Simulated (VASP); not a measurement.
Input of a VASP 6.6.1 run:

The input INCAR:

```
ALGO     = Normal         # electronic algorithm
EDIFF    = 1E-6           # SCF threshold, eV
ENCUT    = 500            # plane-wave cutoff, eV
GGA      = PE             # functional
GGA_COMPAT= F            
ISIF     = 2              # what is computed and relaxed
ISMEAR   = -1             # smearing method
ISPIN    = 2              # spin polarisation
LASPH    = T              # aspherical terms in the spheres
LCHARG   = T              # write CHGCAR
LELF     = T              # ELF
LMAXMIX  = 4              # l up to which the mixer works
LORBIT   = 11             # projections on sites
LREAL    = F              # projectors in reciprocal space
LVHAR    = T            
LWAVE    = F              # write WAVECAR
MAGMOM   = 2 0 0 0 0 0    # initial moments
NBANDS   = 34             # bands
NELM     = 200            # most SCF steps
PREC     = Accurate       # precision mode
SIGMA    = 0.15           # smearing width, eV
```

File KPOINTS:

```
k-points
0
Gamma
  9 9 3
```

The input POSCAR:

```
VB4Os
1.0
    2.8287066102      0.0000000000      0.0000000000
   -1.4143537966      2.4497319406      0.0000000000
    0.0000000000      0.0000000000      7.3273466063
V B Os
1 4 1
Direct
    0.0000000000      0.0000000000      0.0000000000
    0.0000000000      0.0000000000      0.7094840000
    0.3333333333      0.6666666667      0.7969230000
    0.3333333333      0.6666666667      0.2030770000
    0.0000000000      0.0000000000      0.2905160000
    0.3333333333      0.6666666667      0.5000000000
```

Potentials or basis: VASP PAW PBE potentials, release 64 (V_sv, B, Os_sv_GW).

Run with:

```console
$ cat potpaw_PBE.64/V_sv/POTCAR potpaw_PBE.64/B/POTCAR potpaw_PBE.64/Os_sv_GW/POTCAR > POTCAR
$ mpirun -np 1 vasp_std > vasp.out
```

Question: Predict the largest force.

Answer: 0.214 eV/Å.

Question: Estimate the pressure.

Answer: 15.1 GPa.

Question: Estimate the net moment.

Answer: 0.00 μB per cell.

Forces in eV/Å, atoms in the order of the input:
```
V    0.000  0.000  0.000
B    0.000  0.000 -0.078
B    0.000  0.000  0.214
B    0.000  0.000 -0.214
B    0.000  0.000  0.078
Os   0.000  0.000  0.000
```

Caveat: the cell stands under pressure.
